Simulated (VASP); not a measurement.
## W: relaxation of cell and atoms with PBE

Crystal: W.

```
CELL_PARAMETERS angstrom
-1.58234 1.58234 1.58234
1.58234 -1.58234 1.58234
1.58234 1.58234 -1.58234
ATOMIC_POSITIONS crystal
W 0.00000 0.00000 0.00000
```

* Program: VASP 6.6.1
* Task: relaxation of cell and atoms
* Functional: PBE
* Potentials or basis: VASP PAW PBE potentials, release 64 (W_sv)
* Cutoff: 600 eV
* k mesh: 10 × 10 × 10
* Occupations: gaussian, width 0.02 eV
* Spin: no spin polarisation
* Dipole correction: no
* Further INCAR settings: ALGO = Normal; EDIFF = 1e-06; IBRION = 2; EDIFFG = -0.01; NSW = 60; ISIF = 3

- Relaxed volume: 16.17 Å³/atom
- Relaxed cell: a = 2.759 Å, b = 2.759 Å, c = 2.759 Å, α = 109.47°, β = 109.47°, γ = 109.47°
- Space group after relaxing (to 0.1 Å): Im-3m (No. 229)
- Energy gained by relaxing: 6.4 meV/atom
- Ionic steps: 4
- Pressure after relaxing: 0.0 GPa
- Band gap on the k mesh: zero (bands 7 and 8 overlap by 6.22 eV)

Step by step:
| step | energy change (eV) | largest force (eV/Å) | pressure (GPa) | volume (Å³) |
| --- | --- | --- | --- | --- |
| 1 | 0.0000 | 0.0000 | 6.50 | 15.85 |
| 2 | 0.0690 | 0.0000 | -18.85 | 17.37 |
| 3 | -0.0064 | 0.0000 | -0.15 | 16.18 |
| 4 | -0.0064 | 0.0000 | -0.04 | 16.17 |

Final structure:
```xyz
1
Lattice="-1.5930 1.5930 1.5930 1.5930 -1.5930 1.5930 1.5930 1.5930 -1.5930" Properties=species:S:1:pos:R:3 pbc="T T T"
W     0.0000    0.0000    0.0000
```

Levels at points of the mesh, in eV from the Fermi level:
```csv
k point,band 5,band 6,band 7,band 8,band 9,band 10
"(0.00, 0.00, 0.00)",-9.73,-1.40,-1.40,-1.40,2.01,2.01
"(0.50, 0.00, 0.00)",-6.35,-3.68,0.41,1.89,2.84,5.76
"(0.50, 0.50, 0.50)",-5.88,-5.88,4.81,4.81,4.81,7.89
```

Run time: 20 s on 1 thread of Intel(R) Xeon(R) Platinum 8259CL CPU @ 2.50GHz (Skylake/Cascade Lake), with other jobs on the host, peak memory 0.15 GiB.

Caveat: spin-orbit coupling is left out, which moves the levels of the heavy elements. Zero-point motion and thermal expansion aren't in these numbers.
